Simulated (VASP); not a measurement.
# Al in VASP: single point with PBEsol

Aim: the single point of Al with PBEsol.

All numbers are computed with VASP 6.6.1; they aren't measurements. Logs are shortened: lines on timing, memory, paths and dates and some standing lists are left out, and cuts for length are marked.

## Step 1: The cell of the first run

The cell holds a slab with vacuum, 28 atoms: a = 8.518 Å, b = 8.518 Å, c = 18.023 Å, α = 90.00°, β = 90.00°, γ = 90.00°.

## Step 2: Single point, PBEsol

INCAR

```
SYSTEM = Al
PREC     = Accurate       ! precision mode
ENCUT    = 520            ! plane-wave cutoff, eV
EDIFF    = 1E-6           ! SCF threshold, eV
ISMEAR   = 0              ! smearing method
SIGMA    = 0.1            ! smearing width, eV
LREAL    = Auto         
LASPH    = .True.         ! aspherical terms in the spheres
NELM     = 80             ! most SCF steps
ALGO     = Normal         ! electronic algorithm
ISIF     = 2              ! what is computed and relaxed
LWAVE    = .False.        ! write WAVECAR
LCHARG   = .True.         ! write CHGCAR
LDIPOL   = .True.       
IDIPOL   = 3            
DIPOL    = 0.5 0.5 0.201
GGA      = PS             ! functional
LELF     = .True.         ! ELF
LVHAR    = .True.       
LVACPOTAV= .True.       
NBANDS   = 62             ! bands
```

KPOINTS

```
regular mesh
0
Gamma
  4 4 1
  0 0 0
```

POSCAR

```
Al
1.0
    8.5183477218      0.0000000000      0.0000000000
    0.0000000000      8.5183477218      0.0000000000
    0.0000000000      0.0000000000     18.0233814386
Al
28
Direct
    0.0000000000      0.0000000000      0.0832252264
    0.1666666667      0.1666666667      0.2026170602
    1.0000000000      0.3333333333      0.0832252264
    0.1666666667      0.5013181230      0.1948681092
    1.0000000000      0.6666666667      0.0832252264
    0.1666666667      0.8320152104      0.1948681092
    0.3333333333      1.0000000000      0.0832252264
    0.5013181230      0.1666666667      0.1948681092
    0.3333333333      0.3333333333      0.0832252264
    0.5024920940      0.5024920940      0.1925269622
    0.3333333333      0.6666666667      0.0832252264
    0.5024920940      0.8308412393      0.1925269622
    0.6666666667      1.0000000000      0.0832252264
    0.8320152104      0.1666666667      0.1948681092
    0.6666666667      0.3333333333      0.0832252264
    0.8308412393      0.5024920940      0.1925269622
    0.6666666667      0.6666666667      0.0832252264
    0.8308412393      0.8308412393      0.1925269622
   -0.0155558306     -0.0155558306      0.3058595958
    0.9844441694      0.3488891639      0.3058595958
    0.9994288865      0.6666666667      0.3067172613
    0.3488891639      0.9844441694      0.3058595958
    0.3488891639      0.3488891639      0.3058595958
    0.3339044469      0.6666666667      0.3067172613
    0.6666666667      0.9994288865      0.3067172613
    0.6666666667      0.3339044469      0.3067172613
    0.6666666667      0.6666666667      0.3047774378
    0.1666666667      0.1666666667      0.3850691843
```

Potentials or basis: VASP PAW PBE potentials, release 64 (Al).

Command:

```
cat potpaw_PBE.64/Al/POTCAR > POTCAR
mpirun -np 1 vasp_std > vasp.out
```

OUTCAR:

```text
SYSTEM = Al
   PREC = Accurate
   ENCUT = 520
   EDIFF = 1E-6
   ISMEAR = 0
   LREAL = Auto
   LASPH = .True.
   NELM = 80
   ISIF = 2
   GGA = PS

 ion  position               nearest neighbor table
   1  0.000  0.000  0.083-  18 2.83   5 2.84   7 2.84  13 2.84   3 2.84  14 2.85   6 2.85   2 2.94

   2  0.167  0.167  0.203-   4 2.85   8 2.85   6 2.85  14 2.85  23 2.88  22 2.88  20 2.88  19 2.88
                             9 2.94   7 2.94   3 2.94   1 2.94  28 3.29
   3  0.000  0.333  0.083-  16 2.83   9 2.84  15 2.84   1 2.84   5 2.84  14 2.85   4 2.85   2 2.94

   4  0.167  0.501  0.195-   6 2.82  11 2.84   5 2.84  24 2.84  21 2.84  23 2.85  20 2.85   9 2.85
                             3 2.85   2 2.85  10 2.86  16 2.86
   5  0.000  0.667  0.083-  18 2.81  16 2.81   6 2.84   4 2.84   1 2.84  17 2.84  11 2.84   3 2.84
[... 41 lines left out ...]
  26  0.667  0.334  0.307-  20 2.71  23 2.71  27 2.83  14 2.84   8 2.84  25 2.85  16 2.87  10 2.87

  27  0.667  0.667  0.305-  18 2.83  16 2.83  12 2.83  10 2.83  21 2.83  25 2.83  24 2.83  26 2.83

  28  0.167  0.167  0.385-  23 2.62  22 2.62  20 2.62  19 2.62   2 3.29

  LATTYP: Found a simple tetragonal cell.
 ALAT       =     8.5183477218
 C/A-ratio  =     2.1158306783

  Lattice vectors:

 A1 = (   8.5183477218,   0.0000000000,   0.0000000000)
 A2 = (   0.0000000000,   8.5183477218,   0.0000000000)
 A3 = (   0.0000000000,   0.0000000000,  18.0233814386)

Analysis of symmetry for initial positions (statically):
=====================================================================
 Subroutine PRICEL returns:
 Original cell was already a primitive cell.

 Routine SETGRP: Setting up the symmetry group for a
 simple tetragonal supercell.

 Subroutine GETGRP returns: Found  8 space group operations
 (whereof  2 operations were pure point group operations)
 out of a pool of 16 trial point group operations.

The static configuration has the point symmetry C_1h.
 The point group associated with its full space group is C_4v.

Analysis of symmetry for dynamics (positions and initial velocities):
=====================================================================
 Subroutine PRICEL returns:
 Original cell was already a primitive cell.

 Routine SETGRP: Setting up the symmetry group for a
 simple tetragonal supercell.

 Subroutine GETGRP returns: Found  8 space group operations
 (whereof  2 operations were pure point group operations)
 out of a pool of 16 trial point group operations.

[... 144 lines left out ...]
   PSTRESS=    0.0 pullay stress
   NELECT =      84.0000    total number of electrons
   NUPDOWN=      -1.0000    fix difference up-down
   EMIN   =  10.00;   EMAX   =-10.00  energy-range for DOS
   EFERMI =   0.00;   METHOD = LEGACY
   ISMEAR =     0;   SIGMA  =   0.10  broadening in eV -4-tet -1-fermi 0-gaus
   EFERMI_NEDOS =   21; number of points for ismear=-14 and -15
   IALGO  =     38    algorithm
   IMIX   =      4    mixing-type and parameters
     AMIX     =   0.40;   BMIX     =  1.00
     AMIX_MAG =   1.60;   BMIX_MAG =  1.00
  volume/ion in A,a.u.               =      46.71       315.20
  Fermi-wavevector in a.u.,A,eV,Ry     =   0.655620  1.238942  5.848297  0.429838
  Thomas-Fermi vector in A             =   1.726553
   LORBIT       =      0    0 simple, 1 ext, 2 COOP (PROOUT), +10 PAW based schemes
   GGA     = PS    functional components
   LHFCALC =     F    Hartree Fock is set to
   AEXX    =    0.0000 exact exchange contribution
   IVDW    =     0    specifies the selected vdW correction
   LEPSILON=     F    determine dielectric tensor
   LRPA    =     F    only Hartree local field effects (RPA)
 non-spin polarized calculation
 Gauss-broadening in eV      SIGMA  =   0.10
  energy-cutoff  :      520.00
  volume of cell :     1307.82
 maximum number of plane-waves:     35268
 NGX is ok and might be reduce to    64
   NGX = 31   NGY = 31   NGZ = 67

 dipolmoment           0.000000      0.000000      0.094110 electrons x Angstroem

 number of electron      84.0000000 magnetization

 dipolmoment           0.000000      0.000000     -0.076830 electrons x Angstroem

 Free energy of the ion-electron system (eV)
  ---------------------------------------------------
  ext. energy  EPLUGINS =         0.00000000
  ---------------------------------------------------
  free energy    TOTEN  =      -103.75570215 eV

  energy without entropy =     -103.64988075  energy(sigma->0) =     -103.70279145

 E-fermi :   0.0520     XC(G=0):  -4.6684

 val. band max:        0.0503270505   @ k =   0.5000   0.0000   0.0000
 cond. band min:       0.0979296421   @ k =   0.2500   0.0000   0.0000
 fundamental gap:      0.0476025915
 Fermi energy:         0.0519525698

 k-point     1 :       0.0000    0.0000    0.0000
  band No.  band energies     occupation
      1     -10.3676      2.00000
      2      -8.4422      2.00000
      3      -8.3605      2.00000
      4      -8.3605      2.00000
      5      -8.3267      2.00000
      6      -8.1652      2.00000
[... 331 lines left out ...]
     53       1.7468      0.00000
     54       1.9132      0.00000
 [bands above 54 left out]

------------------------ aborting loop because EDIFF is reached ----------------------------------------

  FORCE on cell =-STRESS in cart. coord.  units (eV):
  Direction    XX          YY          ZZ          XY          YZ          ZX
  --------------------------------------------------------------------------------------
  -------------------------------------------------------------------------------------
  Total       -7.7677133     -7.7677133      0.2239901     -0.0000000     -0.0000000      0.0000000
  in kB       -9.5160511     -9.5160511      0.2744053     -0.0000000     -0.0000000      0.0000000
  external PRESSURE =      -6.2525657 kB  Pullay stress =       0.0000000 kB

 VOLUME and BASIS-vectors are now :
 -----------------------------------------------------------------------------
  energy-cutoff  :      520.00
  volume of cell :     1307.82
      direct lattice vectors                 reciprocal lattice vectors
     8.518347722  0.000000000  0.000000000     0.117393658  0.000000000  0.000000000
     0.000000000  8.518347722  0.000000000     0.000000000  0.117393658  0.000000000
     0.000000000  0.000000000 18.023381439     0.000000000  0.000000000  0.055483484

 POSITION                                       TOTAL-FORCE (eV/Angst)
 -----------------------------------------------------------------------------------
      0.00000      0.00000      1.50000         0.019031      0.019031      0.133127
      1.41972      1.41972      3.65184         0.000000     -0.000000      0.011131
      0.00000      2.83945      1.50000         0.019031     -0.019031      0.133127
      1.41972      4.27040      3.51218         0.000000      0.003966     -0.000433
      0.00000      5.67890      1.50000         0.021662     -0.000000     -0.090858
      1.41972      7.08739      3.51218         0.000000     -0.003966     -0.000433
[... 20 lines left out ...]
      5.67890      5.67890      5.49312         0.000000     -0.000000      0.006189
      1.41972      1.41972      6.94025         0.000000     -0.000000      0.026513
 -----------------------------------------------------------------------------------
    total drift:                               -0.000036     -0.000036      0.003869

  FREE ENERGIE OF THE ION-ELECTRON SYSTEM (eV)
  ---------------------------------------------------
  free  energy   TOTEN  =      -103.7557021461 eV

  energy  without entropy=     -103.6498807461  energy(sigma->0) =     -103.70279145

 vacuum level on the upper side and lower side of the slab         4.258         4.450
```

Run time: 10 min. Hardware: 1 thread of Intel Xeon 6975P-C (Granite Rapids), shared host; peak memory 1.1 GiB.

What came out:

```yaml
Free_energy: -103.7557 eV
Largest_force: 0.226 eV/Å
Band_gap_on_the_k_mesh: zero (bands 42 and 43 overlap by 0.15 eV)
```

Forces on the atoms (eV/Å):
```
Al   0.019  0.019  0.133
Al   0.000  0.000  0.011
Al   0.019 -0.019  0.133
Al   0.000  0.004  0.000
Al   0.022  0.000 -0.091
Al   0.000 -0.004  0.000
Al  -0.019  0.019  0.133
Al   0.004  0.000  0.000
Al  -0.019 -0.019  0.133
Al  -0.005 -0.005  0.007
Al  -0.022  0.000 -0.091
Al  -0.005  0.005  0.007
Al   0.000  0.022 -0.091
Al  -0.004  0.000  0.000
Al   0.000 -0.022 -0.091
Al   0.005 -0.005  0.007
Al   0.000  0.000 -0.226
Al   0.005  0.005  0.007
Al  -0.006 -0.006 -0.002
Al  -0.006  0.006 -0.002
Al   0.004  0.000  0.000
Al   0.006 -0.006 -0.002
Al   0.006  0.006 -0.002
Al  -0.004  0.000  0.000
Al   0.000  0.004  0.000
Al   0.000 -0.004  0.000
Al   0.000  0.000  0.006
Al   0.000  0.000  0.027
```

Levels at points of the mesh, in eV from the Fermi level:
```
           k point  band 38  band 39  band 40  band 41  band 42  band 43  band 44  band 45  band 46  band 47
(0.00, 0.00, 0.00)    -0.69    -0.64    -0.38    -0.35     0.09     0.09     0.19     0.20     0.23     0.23
(0.50, 0.00, 0.00)    -0.52    -0.45    -0.12    -0.05     0.00     0.22     0.39     0.51     0.56     0.86
(0.50, 0.50, 0.00)    -0.56    -0.36    -0.30    -0.15    -0.15    -0.06     0.44     0.44     0.47     0.70
```

Caveat: the PAW data sets were made with another functional, which shifts forces and pressure a little.

The gap in the log of VASP goes by the Fermi energy; the results here count the filled bands.